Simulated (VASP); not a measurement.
Wanted: the native input for a VASP 6.6.1 run.

```yaml
Task: electric field gradients
Functional: LDA
Potentials_or_basis: VASP PAW LDA potentials, release 64 (Ti_sv)
Cutoff: 400 eV
k_mesh: 15 × 15 × 15
Occupations: fermi-dirac, width 0.05 eV
Spin: no spin polarisation
Dipole_correction: no
Further_INCAR_settings: ALGO = Normal; EDIFF = 1e-08; NBANDS = 12
```

The structure of Ti lies in POSCAR:

```
Ti
1.0
    0.0000000000      2.0300000000      2.0706000000
    2.0300000000      0.0000000000      2.0706000000
    2.0300000000      2.0300000000      0.0000000000
Ti
1
Direct
    0.0000000000      0.0000000000      0.0000000000
```

This cell differs from its parent crystal: zz strain of +2 %.

The input as run:

INCAR

```
SYSTEM = Ti
  PREC = Accurate
  ENCUT = 400
  EDIFF = 1E-8
  ISMEAR = -1
  SIGMA = 0.05
  LREAL = .FALSE.
  LASPH = .TRUE.
  NELM = 120
  ALGO = Normal
  ISIF = 2
  LWAVE = .FALSE.
  LCHARG = .FALSE.
  GGA = CA
  LEFG = .TRUE.
  NBANDS = 12
  GGA_COMPAT = .FALSE.
```

KPOINTS

```
Automatic mesh
0
G
  15 15 15
  0 0 0
```

Potentials or basis: VASP PAW LDA potentials, release 64 (Ti_sv).

Run with:

```sh
$ cat potpaw_LDA.64/Ti_sv/POTCAR > POTCAR
$ mpirun -np 1 vasp_std > vasp.out
```

It gave:

The pressure is -7.7 GPa, the band gap on the k mesh is zero (bands 6 and 7 overlap by 1.08 eV) and the largest electric field gradient by atom is Ti -1.9 V/Å².

Caveat: the cell differs from its parent crystal (zz strain of +2 %); the cell stands under tension; without QUAD_EFG the Cq values of the log hold for a quadrupole moment of 1 mb, not for the nuclei.

It took 37 s on 1 thread of Intel(R) Xeon(R) Platinum 8259CL CPU @ 2.50GHz (Skylake/Cascade Lake) (shared host), peak memory 0.14 GiB.
